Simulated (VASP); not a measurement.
The system is Tl2FeH6.

```
H Fe Tl
1.0
     0.00000    3.51112    3.51112
     3.51112    0.00000    3.51112
     3.51112    3.51112    0.00000
H Fe Tl
6 1 2
Direct
  0.75800 0.24200 0.24200
  0.24200 0.75800 0.24200
  0.24200 0.75800 0.75800
  0.75800 0.24200 0.75800
  0.24200 0.24200 0.75800
  0.75800 0.75800 0.24200
  0.00000 0.00000 0.00000
  0.25000 0.25000 0.25000
  0.75000 0.75000 0.75000
```

Base run:

```yaml
Program: VASP 6.6.1
Functional: PBE
Potentials_or_basis: VASP PAW PBE potentials, release 64 (H, Fe, Tl_d)
Cutoff: 520 eV
k_mesh: 5 × 5 × 5
Occupations: fermi-dirac, width 0.1 eV
Spin: no spin polarisation
```

Its results: pressure 1.2 GPa; largest force 0.837 eV/Å.

Problem. The run is repeated on the same cell with these changes: spin from no spin polarisation to collinear spin, ferromagnetic start; further incar settings from ALGO = Normal; EDIFF = 1e-06; NBANDS = 30 to ALGO = Normal; EDIFF = 1e-07; NBANDS = 34. What comes out?

Solution. Pressure 1.7 GPa; net moment 0.71 μB per cell; site moments H -0.00; Fe +0.69; Tl +0.04 μB; largest force 0.842 eV/Å.
